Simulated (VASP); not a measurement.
Au, 2 atoms in the cell. The structure is tetragonal, space group I4/mmm (No. 139). Conventional cell: a = 2.969 Å, b = 2.969 Å, c = 4.082 Å, α = 90.00°, β = 90.00°, γ = 90.00°. Within 3.9 Å of Au (site symmetry 4/mmm) lie 12 Au at 2.93 to 2.97 Å. 

| Item | Value |
| --- | --- |
| Program | VASP 6.6.1 |
| Task | single point |
| Functional | PBE |
| Potentials or basis | VASP PAW PBE potentials, release 64 (Au) |
| Cutoff | 520 eV |
| k mesh | 18 × 18 × 12 |
| Occupations | gaussian, width 0.1 eV |
| Spin | no spin polarisation |
| Dipole correction | no |
| Further INCAR settings | ALGO = Fast; EDIFF = 1e-06; NBANDS = 18 |

Potentials or basis: VASP PAW PBE potentials, release 64 (Au).

The run is started by

```sh
$ cat potpaw_PBE.64/Au/POTCAR > POTCAR
$ mpirun -np 1 vasp_std > vasp.out
```

Hardware: 1 thread of Intel(R) Xeon(R) Platinum 8488C (Sapphire Rapids), with other jobs on the host.

Estimate the wall time of this run.

Wall time 74 s on 1 thread of Intel(R) Xeon(R) Platinum 8488C (Sapphire Rapids), with other jobs on the host, peak memory 0.31 GiB. Counts: scf iterations 12, k points 385.
